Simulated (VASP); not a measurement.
# RbMgSbO3 (R3m) in VASP: further runs

RbMgSbO3 is run at these levels: r2SCAN; tasks: single point.

All numbers are computed with VASP 6.6.1; they aren't measurements. Logs are shortened: lines on timing, memory, paths and dates and some standing lists are left out, and cuts for length are marked.

## (1) The cell of the first run

It takes space group R3m (No. 160, trigonal). The conventional cell has a = 5.936 Å, b = 5.936 Å, c = 12.056 Å, α = 90.00°, β = 90.00°, γ = 120.00°. Rb (site symmetry 3m) has 9 O at 3.17 to 3.24 Å and 4 Sb at 3.45 to 3.65 Å and 3 Mg at 3.72 Å within 4.2 Å. Within 2.4 Å of Mg (site symmetry 3m) lie 3 O at 1.82 Å. Sb (site symmetry 3m) has 3 O at 1.86 Å within 2.5 Å. O (site symmetry m) has 1 Mg at 1.82 Å and 1 Sb at 1.86 Å within 2.4 Å.

## (2) Single point, r2SCAN (strain -0.0400 x Voigt [1, 1, 0, 0, 0, 0])

File POSCAR:

```
RbMgSbO3
1.0
    2.9677974823      1.7134586753      4.0186607574
   -2.9677974823      1.7134586753      4.0186607574
    0.0000000000     -3.4269173506      4.0186607574
Rb Mg Sb O
1 1 1 3
Direct
    0.8779837598      0.8779837598      0.8779837598
    0.3319735932      0.3319735932      0.3319735932
    0.5754906610      0.5754906610      0.5754906610
    0.4945870290      0.4945870290      0.9658740480
    0.9658740480      0.4945870290      0.4945870290
    0.4945870290      0.9658740480      0.4945870290
```

File INCAR.step1:

```
SYSTEM = RbMgSbO3
PREC = Accurate
ENCUT = 520
ISMEAR = 0
SIGMA = 0.05
LREAL = .FALSE.
LASPH = .TRUE.
NELM = 60
NBANDS = 26
GGA = PE
ALGO = Normal
EDIFF = 1E-4
LWAVE = .TRUE.
LCHARG = .FALSE.
```

File INCAR.step2:

```
SYSTEM = RbMgSbO3
PREC = Accurate
ENCUT = 520
EDIFF = 1E-6
ISMEAR = 0
SIGMA = 0.05
LREAL = .FALSE.
LASPH = .TRUE.
NELM = 60
ALGO = Normal
ISIF = 2
LWAVE = .FALSE.
LCHARG = .TRUE.
METAGGA = R2SCAN
LMIXTAU = .TRUE.
LELF = .TRUE.
LVHAR = .TRUE.
NBANDS = 26
ISTART = 1
```

File KPOINTS:

```
regular mesh
0
G
  6 6 6
  0 0 0
```

Potentials or basis: VASP PAW PBE potentials, release 64 (Rb_sv, Mg, Sb, O).

Started as:

```sh
> cat potpaw_PBE.64/Rb_sv/POTCAR potpaw_PBE.64/Mg/POTCAR potpaw_PBE.64/Sb/POTCAR potpaw_PBE.64/O/POTCAR > POTCAR
> cp INCAR.step1 INCAR
> mpirun -np 1 vasp_std > vasp.out
> cp INCAR.step2 INCAR
> mpirun -np 1 vasp_std > vasp.out
```

OUTCAR:

```text
SYSTEM = RbMgSbO3
   PREC = Accurate
   ENCUT = 520
   EDIFF = 1E-6
   ISMEAR = 0
   LREAL = .FALSE.
   LASPH = .TRUE.
   NELM = 60
   ISIF = 2
   METAGGA = R2SCAN
   ISTART = 1

 ion  position               nearest neighbor table
   1  0.878  0.878  0.878-   4 3.17   5 3.17   6 3.17   6 3.24   5 3.24   5 3.24   6 3.24   4 3.24
                             4 3.24   3 3.45   3 3.45   3 3.45   3 3.65   2 3.72   2 3.72   2 3.72
   2  0.332  0.332  0.332-   4 1.82   5 1.82   6 1.82   3 2.94   3 3.59   3 3.59   3 3.59   1 3.72
                             1 3.72   1 3.72   1 4.28   1 4.28   1 4.28
   3  0.575  0.575  0.575-   4 1.86   5 1.86   6 1.86   2 2.94   1 3.45   1 3.45   1 3.45   2 3.59
                             2 3.59   2 3.59   1 3.65
   4  0.495  0.495  0.966-   2 1.82   3 1.86   1 3.17   1 3.24   1 3.24
   5  0.966  0.495  0.495-   2 1.82   3 1.86   1 3.17   1 3.24   1 3.24
   6  0.495  0.966  0.495-   2 1.82   3 1.86   1 3.17   1 3.24   1 3.24

  LATTYP: Found a trigonal (rhomboedric) cell.
 ALAT       =     5.2814199616
 COS(alpha) =     0.3684654504

  Lattice vectors:

 A1 = (   2.9677974823,   1.7134586753,   4.0186607574)
 A2 = (  -2.9677974823,   1.7134586753,   4.0186607574)
 A3 = (   0.0000000000,  -3.4269173506,   4.0186607574)

Analysis of symmetry for initial positions (statically):
=====================================================================
 Subroutine PRICEL returns:
 Original cell was already a primitive cell.

 Routine SETGRP: Setting up the symmetry group for a
 trigonal (rhombohedral) supercell.

 Subroutine GETGRP returns: Found  6 space group operations
 (whereof  6 operations were pure point group operations)
 out of a pool of 12 trial point group operations.

The static configuration has the point symmetry C_3v.

Analysis of symmetry for dynamics (positions and initial velocities):
=====================================================================
 Subroutine PRICEL returns:
 Original cell was already a primitive cell.

 Routine SETGRP: Setting up the symmetry group for a
 trigonal (rhombohedral) supercell.

 Subroutine GETGRP returns: Found  6 space group operations
 (whereof  6 operations were pure point group operations)
 out of a pool of 12 trial point group operations.

The dynamic configuration has the point symmetry C_3v.

 Subroutine INISYM returns: Found  6 space group operations
 (whereof  6 operations are pure point group operations),
 and found     1 'primitive' translations

----------------------------------------------------------------------------------------

                                     Primitive cell

  volume of cell :     122.6141

  direct lattice vectors                    reciprocal lattice vectors
     2.967797482  1.713458675  4.018660757     0.168475108  0.097269149  0.082946373
    -2.967797482  1.713458675  4.018660757    -0.168475108  0.097269149  0.082946373
     0.000000000 -3.426917351  4.018660757     0.000000000 -0.194538297  0.082946373

  length of vectors
     5.281419962  5.281419962  5.281419962     0.211483451  0.211483451  0.211483451

  position of ions in fractional coordinates (direct lattice)
     0.877983760  0.877983760  0.877983760
     0.331973593  0.331973593  0.331973593
     0.575490661  0.575490661  0.575490661
     0.494587029  0.494587029  0.965874048
     0.965874048  0.494587029  0.494587029
     0.494587029  0.965874048  0.494587029

  ion indices of the primitive-cell ions
   primitive index   ion index
                 1           1
                 2           2
                 3           3
                 4           4
                 5           5
                 6           6

----------------------------------------------------------------------------------------

 KPOINTS: regular mesh

Automatic generation of k-mesh.
 Grid dimensions read from file:
 generate k-points for:    6    6    6

 Generating k-lattice:

  Cartesian coordinates                     Fractional coordinates (reciprocal lattice)
     0.028079185  0.016211525  0.013824395     0.166666667  0.000000000  0.000000000
    -0.028079185  0.016211525  0.013824395     0.000000000  0.166666667  0.000000000
     0.000000000 -0.032423050  0.013824395     0.000000000  0.000000000  0.166666667

  Length of vectors
     0.035247242  0.035247242  0.035247242

  Shift w.r.t. Gamma in fractional coordinates (k-lattice)
     0.000000000  0.000000000  0.000000000

 Subroutine IBZKPT returns following result:
 ===========================================

 Found     32 irreducible k-points:

 Following reciprocal coordinates:
            Coordinates               Weight
  0.000000  0.000000  0.000000      1.000000
  0.166667 -0.000000 -0.000000      6.000000
  0.333333 -0.000000 -0.000000      6.000000
  0.500000 -0.000000  0.000000      3.000000
  0.166667  0.166667 -0.000000      6.000000
  0.333333  0.166667  0.000000     12.000000
[... 16 lines left out ...]
  0.500000  0.500000  0.166667      6.000000
 -0.333333  0.500000  0.166667     12.000000
 [... further k-points ...]
   k-points           NKPTS =     32   k-points in BZ     NKDIM =     32   number of bands    NBANDS=     26
   number of dos      NEDOS =    301   number of ions     NIONS =      6
   total plane-waves  NPLWV =  64000
   dimension x,y,z NGX =    40 NGY =   40 NGZ =   40
   dimension x,y,z NGXF=    80 NGYF=   80 NGZF=   80
   ions per type =               1   1   1   3
   NGX,Y,Z   is equivalent  to a cutoff of  12.59, 12.59, 12.59 a.u.
   NGXF,Y,Z  is equivalent  to a cutoff of  25.18, 25.18, 25.18 a.u.
 SYSTEM =  RbMgSbO3
   PREC   = accura    normal or accurate (medium, high low for compatibility)
   ISTART =      1    job   : 0-new  1-cont  2-samecut
   ICHARG =      0    charge: 1-file 2-atom 10-const
   ISPIN  =      1    spin polarized calculation?
   LNONCOLLINEAR =      F non collinear calculations
   LSORBIT =      F    spin-orbit coupling
   LASPH  =      T    aspherical Exc in radial PAW
   ENCUT  =  520.0 eV  38.22 Ry    6.18 a.u.   9.82  9.82  9.82*2*pi/ulx,y,z
   NELM   =     60;   NELMIN=  2; NELMDL=  0     # of ELM steps
   EDIFF  = 0.1E-05   stopping-criterion for ELM
   LREAL  =      F    real-space projection
   EDIFFG = 0.1E-04   stopping-criterion for IOM
   NSW    =      0    number of steps for IOM
   IBRION =     -1    ionic relax: 0-MD 1-quasi-New 2-CG
   NFREE  =      0    steps in history (QN), initial steepest desc. (CG)
   ISIF   =      2    stress and relaxation
   ISYM   =      2    0-nonsym 1-usesym 2-fastsym
   POTIM  = 0.5000    time-step for ionic-motion
   TEBEG  =    0.0;   TEEND  =   0.0 temperature during run
   PSTRESS=    0.0 pullay stress
   NELECT =      34.0000    total number of electrons
   NUPDOWN=      -1.0000    fix difference up-down
   EMIN   =  10.00;   EMAX   =-10.00  energy-range for DOS
   EFERMI =   0.00;   METHOD = LEGACY
   ISMEAR =     0;   SIGMA  =   0.05  broadening in eV -4-tet -1-fermi 0-gaus
   EFERMI_NEDOS =   21; number of points for ismear=-14 and -15
   IALGO  =     38    algorithm
   IMIX   =      4    mixing-type and parameters
     AMIX     =   0.40;   BMIX     =  1.00
     AMIX_MAG =   1.60;   BMIX_MAG =  1.00
  volume/ion in A,a.u.               =      20.44       137.91
  Fermi-wavevector in a.u.,A,eV,Ry     =   1.067549  2.017374 15.506015  1.139660
  Thomas-Fermi vector in A             =   2.203169
   LORBIT       =      0    0 simple, 1 ext, 2 COOP (PROOUT), +10 PAW based schemes
   METAGGA = R2SCAN    functional components
   LHFCALC =     F    Hartree Fock is set to
   AEXX    =    0.0000 exact exchange contribution
   IVDW    =     0    specifies the selected vdW correction
   LEPSILON=     F    determine dielectric tensor
   LRPA    =     F    only Hartree local field effects (RPA)
 non-spin polarized calculation
 Gauss-broadening in eV      SIGMA  =   0.05
  energy-cutoff  :      520.00
  volume of cell :      122.61
 maximum number of plane-waves:      3325
   NGX = 19   NGY = 19   NGZ = 19

 number of electron      33.9999984 magnetization

 Free energy of the ion-electron system (eV)
  ---------------------------------------------------
  ext. energy  EPLUGINS =         0.00000000
  ---------------------------------------------------
  free energy    TOTEN  =       -72.75399937 eV

  energy without entropy =      -72.75399937  energy(sigma->0) =      -72.75399937

 E-fermi :   1.6676     XC(G=0):  -8.6470

 val. band max:        1.4604586156   @ k =   0.5000   0.5000   0.5000
 cond. band min:       5.1334612954   @ k =   0.5000   0.3333   0.3333
 fundamental gap:      3.6730026798
 Fermi energy:         1.6676132928

 k-point     1 :       0.0000    0.0000    0.0000
  band No.  band energies     occupation
      1     -25.6324      2.00000
      2     -18.1914      2.00000
      3     -16.7772      2.00000
      4     -16.7772      2.00000
      5      -9.3089      2.00000
      6      -9.3089      2.00000
[... 18 lines left out ...]
     25      10.7306      0.00000
     26      10.7306      0.00000

 k-point     2 :       0.1667   -0.0000   -0.0000
  band No.  band energies     occupation
      1     -25.6315      2.00000
      2     -18.1682      2.00000
      3     -16.8182      2.00000
      4     -16.7778      2.00000
      5      -9.3069      2.00000
      6      -9.2994      2.00000
[... 18 lines left out ...]
     25      10.5704      0.00000
     26      10.9400      0.00000

 k-point     3 :       0.3333   -0.0000   -0.0000
  band No.  band energies     occupation
      1     -25.6297      2.00000
      2     -18.1176      2.00000
      3     -16.9046      2.00000
      4     -16.7793      2.00000
      5      -9.3029      2.00000
      6      -9.2810      2.00000
[... 18 lines left out ...]
     25      10.4113      0.00000
     26      10.4836      0.00000

 k-point     4 :       0.5000   -0.0000    0.0000
  band No.  band energies     occupation
      1     -25.6288      2.00000
      2     -18.0895      2.00000
      3     -16.9502      2.00000
      4     -16.7799      2.00000
      5      -9.3010      2.00000
      6      -9.2724      2.00000
[... 18 lines left out ...]
     25      10.1203      0.00000
     26      10.2960      0.00000

 k-point     5 :       0.1667    0.1667   -0.0000
  band No.  band energies     occupation
      1     -25.6310      2.00000
      2     -18.1657      2.00000
      3     -16.8150      2.00000
      4     -16.7854      2.00000
      5      -9.3061      2.00000
      6      -9.3023      2.00000
[... 18 lines left out ...]
     25      10.5137      0.00000
     26      10.8929      0.00000

 k-point     6 :       0.3333    0.1667    0.0000
  band No.  band energies     occupation
      1     -25.6294      2.00000
      2     -18.1266      2.00000
      3     -16.8819      2.00000
      4     -16.7863      2.00000
      5      -9.3057      2.00000
      6      -9.2884      2.00000
[... 427 lines left out ...]
 k-point    21 :      -0.3333    0.3333    0.1667
  band No.  band energies     occupation
      1     -25.6274      2.00000
      2     -18.0800      2.00000
      3     -16.9511      2.00000
      4     -16.7939      2.00000
      5      -9.3065      2.00000
      6      -9.2833      2.00000
[... 18 lines left out ...]
     25      10.3329      0.00000
     26      10.5548      0.00000

 k-point    22 :      -0.1667    0.3333    0.1667
  band No.  band energies     occupation
      1     -25.6283      2.00000
      2     -18.0864      2.00000
      3     -16.9441      2.00000
      4     -16.7911      2.00000
      5      -9.3007      2.00000
      6      -9.2782      2.00000
[... 18 lines left out ...]
     25      10.4259      0.00000
     26      10.7572      0.00000

 k-point    23 :       0.5000    0.5000    0.1667
  band No.  band energies     occupation
      1     -25.6268      2.00000
      2     -18.0998      2.00000
      3     -16.9037      2.00000
      4     -16.8081      2.00000
      5      -9.3152      2.00000
      6      -9.2913      2.00000
[... 18 lines left out ...]
     25      10.2023      0.00000
     26      10.6761      0.00000

 k-point    24 :      -0.3333    0.5000    0.1667
  band No.  band energies     occupation
      1     -25.6269      2.00000
      2     -18.0768      2.00000
      3     -16.9487      2.00000
      4     -16.8013      2.00000
      5      -9.3110      2.00000
      6      -9.2815      2.00000
[... 18 lines left out ...]
     25      10.2887      0.00000
     26      10.5630      0.00000

 [... further k-points ...]

------------------------ aborting loop because EDIFF is reached ----------------------------------------

  FORCE on cell =-STRESS in cart. coord.  units (eV):
  Direction    XX          YY          ZZ          XY          YZ          ZX
  --------------------------------------------------------------------------------------
  -------------------------------------------------------------------------------------
  Total        8.7499432      8.7499432      2.6965711     -0.0000000      0.0000000      0.0000000
  in kB      114.3339801    114.3339801     35.2356244     -0.0000000      0.0000000      0.0000000
  external PRESSURE =      87.9678615 kB  Pullay stress =       0.0000000 kB

 VOLUME and BASIS-vectors are now :
 -----------------------------------------------------------------------------
  energy-cutoff  :      520.00
  volume of cell :      122.61
      direct lattice vectors                 reciprocal lattice vectors
     2.967797482  1.713458675  4.018660757     0.168475108  0.097269149  0.082946373
    -2.967797482  1.713458675  4.018660757    -0.168475108  0.097269149  0.082946373
     0.000000000 -3.426917351  4.018660757     0.000000000 -0.194538297  0.082946373

 POSITION                                       TOTAL-FORCE (eV/Angst)
 -----------------------------------------------------------------------------------
      0.00000      0.00000     10.58496         0.000000      0.000000     -0.042261
      0.00000      0.00000      4.00227         0.000000      0.000000      0.448518
      0.00000      0.00000      6.93811         0.000000      0.000000     -2.445633
      0.00000     -1.61506      7.85668         0.000000     -0.678029      0.679792
      1.39868      0.80753      7.85668         0.587190      0.339014      0.679792
     -1.39868      0.80753      7.85668        -0.587190      0.339014      0.679792
 -----------------------------------------------------------------------------------
    total drift:                               -0.000000      0.000000      0.001149

  FREE ENERGIE OF THE ION-ELECTRON SYSTEM (eV)
  ---------------------------------------------------
  free  energy   TOTEN  =       -72.7539993724 eV

  energy  without entropy=      -72.7539993724  energy(sigma->0) =      -72.75399937
```

Wall time 5.4 min (1 thread of Intel Xeon 6975P-C, shared host); peak memory 0.33 GiB.

What came out:

| Quantity | Value |
| --- | --- |
| Free energy | -72.7540 eV |
| Pressure | 8.8 GPa |
| Largest force | 2.446 eV/Å |
| Band gap on the k mesh | 3.67 eV, indirect (the least direct gap lies 0.9 meV higher) |

Forces on the atoms (eV/Å):
```
Rb   0.000  0.000 -0.042
Mg   0.000  0.000  0.449
Sb   0.000  0.000 -2.446
O    0.000 -0.678  0.680
O    0.587  0.339  0.680
O   -0.587  0.339  0.680
```

Caveat: the cell differs from its parent crystal (strain -0.0400 x Voigt [1, 1, 0, 0, 0, 0]); the PAW data sets were made with another functional, which shifts forces and pressure a little; spin-orbit coupling is left out, which moves the levels of the heavy elements. A k mesh can miss the band edges.

[end of part 1 of 2]
